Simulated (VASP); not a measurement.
# Ba4N: single point with PBE

Ba4N:

```xyz
5
Lattice="5.9140 0.0000 0.0000 0.0000 5.9140 0.0000 0.0000 0.0000 5.9140" Properties=species:S:1:pos:R:3 pbc="T T T"
Ba    0.0000    2.9570    2.9570
Ba    2.9570    0.0000    2.9570
Ba    2.9570    2.9570    0.0000
Ba    0.0000    0.0000    0.0000
N     2.9570    2.9570    2.9570
```

```yaml
Program: VASP 6.6.1
Task: single point
Functional: PBE
Potentials_or_basis: VASP PAW PBE potentials, release 64 (Ba_sv, N)
Cutoff: 520 eV
k_mesh: 6 × 6 × 6
Occupations: gaussian, width 0.1 eV
Spin: no spin polarisation
Dipole_correction: no
k_mesh_for_the_DOS: 9 × 9 × 9
Occupations_for_the_DOS: tetrahedron
Further_INCAR_settings: ALGO = Normal; EDIFF = 1e-06; NBANDS = 30
```

* Valence electrons inside the program's atomic spheres: Ba 7.95, 7.96 (each value once); N 3.47

Levels at points of the mesh, in eV from the Fermi level:
| k point | band 20 | band 21 | band 22 | band 23 | band 24 | band 25 | band 26 | band 27 |
| --- | --- | --- | --- | --- | --- | --- | --- | --- |
| (0.00, 0.00, 0.00) | -1.13 | -0.32 | -0.32 | -0.32 | -0.21 | -0.21 | -0.21 | 2.19 |

Run time: 3.5 min on 1 thread of AMD EPYC 9R45 96-Core Processor (Zen 5) (shared host), peak memory 0.37 GiB.

Caveat: spin-orbit coupling is left out, which moves the levels of the heavy elements.
